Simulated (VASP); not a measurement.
Crystal: Zn.

```xyz
2
Lattice="2.6700 0.0000 0.0000 -1.3350 2.3123 0.0000 0.0000 0.0000 4.9660" Properties=species:S:1:pos:R:3 pbc="T T T"
Zn    0.0000    1.5415    1.2415
Zn    1.3350    0.7708    3.7245
```

```yaml
Program: VASP 6.6.1
Task: relaxation of cell and atoms
Functional: PBEsol
Potentials_or_basis: VASP PAW PBE potentials, release 64 (Zn)
Cutoff: 600 eV
k_mesh: 9 × 9 × 4
Occupations: fermi-dirac, width 0.1 eV
Spin: no spin polarisation
```

At the start: pressure -5.2 GPa; volume 15.33 Å³/atom.

Q: Where does the relaxation end?

A: Over 15 steps the energy falls by 26.4 meV/atom and the volume is 14.13 Å³/atom (-7.8 %); space group P6_3/mmc (No. 194, to 0.05 Å).

Step by step:
| step | energy change (eV) | largest force (eV/Å) | pressure (GPa) | volume (Å³) |
| --- | --- | --- | --- | --- |
| 1 | 0.0000 | 0.0000 | -5.22 | 30.66 |
| 2 | -0.0388 | 0.0000 | -0.04 | 28.49 |
| 3 | -0.0388 | 0.0000 | 0.00 | 28.48 |
| 4 | -0.0428 | 0.0000 | 0.07 | 28.39 |
| 5 | -0.0522 | 0.0000 | 0.42 | 28.13 |
| 6 | -0.0523 | 0.0000 | 0.67 | 28.05 |
| 7 | -0.0525 | 0.0000 | 0.65 | 28.08 |
| 8 | -0.0523 | 0.0000 | -0.54 | 28.44 |
| 9 | -0.0528 | 0.0000 | 0.15 | 28.24 |
| 10 | -0.0528 | 0.0000 | 0.01 | 28.26 |
| 11 | -0.0528 | 0.0000 | 0.00 | 28.25 |
| 12 | -0.0528 | 0.0000 | 0.03 | 28.24 |
| 13 | -0.0528 | 0.0000 | 0.10 | 28.24 |
| 14 | -0.0528 | 0.0000 | -0.23 | 28.27 |
| 15 | -0.0528 | 0.0000 | 0.08 | 28.26 |

Final structure:
```
CELL_PARAMETERS angstrom
2.64117 0.00000 0.00000
-1.32058 2.28732 0.00000
0.00000 0.00000 4.67782
ATOMIC_POSITIONS crystal
Zn 0.33333 0.66667 0.25000
Zn 0.66667 0.33333 0.75000
```

Caveat: the PAW data sets were made with another functional, which shifts forces and pressure a little.
